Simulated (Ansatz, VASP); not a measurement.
Ta4H3 in VASP and in Ansatz

File INCAR:

```
SYSTEM = Ta4H3
  PREC = Accurate
  ENCUT = 600
  EDIFF = 1E-6
  ISMEAR = 0
  SIGMA = 0.1
  LREAL = .FALSE.
  LASPH = .TRUE.
  NELM = 100
  ALGO = Normal
  ISIF = 3
  LWAVE = .FALSE.
  LCHARG = .FALSE.
  GGA = PE
  IBRION = 2
  NSW = 100
  EDIFFG = -0.01
```

The input KPOINTS:

```
Automatic mesh
0
G
  10 10 4
  0 0 0
```

POSCAR

```
Ta4H3
1.0
    3.3448475245      0.0000000000      0.0000000000
    0.0000000000      3.3448475245      0.0000000000
    0.0000000000      0.0000000000      7.2659494923
Ta H
4 3
Direct
    0.5000000000      0.5000000000      0.5000000000
    0.0000000000      0.0000000000      0.2529002870
    0.0000000000      0.0000000000      0.7470997130
    0.5000000000      0.5000000000      0.0000000000
    0.0000000000      0.5000000000      0.6254719125
    0.5000000000      0.0000000000      0.3745280875
    0.0000000000      0.0000000000      0.0000000000
```

Input for Ansatz:

```yaml
crystal:
  lattice:
    - [3.3448475245, 0.0, 0.0]
    - [0.0, 3.3448475245, 0.0]
    - [0.0, 0.0, 7.2659494923]
  atoms:
    - { symbol: Ta, position: [0.5, 0.5, 0.5] }
    - { symbol: Ta, position: [0.0, 0.0, 0.252900287] }
    - { symbol: Ta, position: [0.0, 0.0, 0.747099713] }
    - { symbol: Ta, position: [0.5, 0.5, 0.0] }
    - { symbol: H, position: [0.0, 0.5, 0.6254719125] }
    - { symbol: H, position: [0.5, 0.0, 0.3745280875] }
    - { symbol: H, position: [0.0, 0.0, 0.0] }
basis:
  ecutwfc: 420
kpoints:
  mp_grid: { grid: [10, 10, 4] }
hamiltonian:
  xc: pbe
scf:
  occupations: { method: gaussian, width: 0.1 }
output:
  forces: true
  stress: true
  eigenvalues: true
relax:
  adjacent_minimum: "off"
  f_tol: 0.01
  max_steps: 80
  cell: { stress_tol: 0.05 }
```

Alike in both runs: task relaxation of cell and atoms; functional PBE; k mesh 10 × 10 × 4; occupations gaussian, width 0.1 eV; no spin polarisation.

|  | VASP | Ansatz |
| --- | --- | --- |
| version | VASP 6.6.1 | Ansatz 0.2.0 |
| potentials or method | VASP PAW PBE potentials, release 64 (Ta_pv, H), cutoff 600 eV | scalar-relativistic, plane waves, PAW |
| valence electrons in the cell | 47 | 55 |

VASP gave:

- gap on the k mesh at the Fermi level, each at its own relaxed structure (eV): none
- relaxed volume (Å³/atom): 11.60
- relaxed length of the cell vector where the two differ most in proportion (Å): 3.343

Problem. What did Ansatz give for the same quantities?

Solution. gap on the k mesh at the Fermi level, each at its own relaxed structure (eV): none; relaxed volume (Å³/atom): 11.59; relaxed length of the cell vector where the two differ most in proportion (Å): 3.342.

A gap of «none» marks a metal or a gap that the smearing closes. VASP's potentials hold 47 valence electrons a cell and Ansatz's 55, so a difference there can come from the potentials and not from the codes.

Spin-orbit coupling is off throughout.
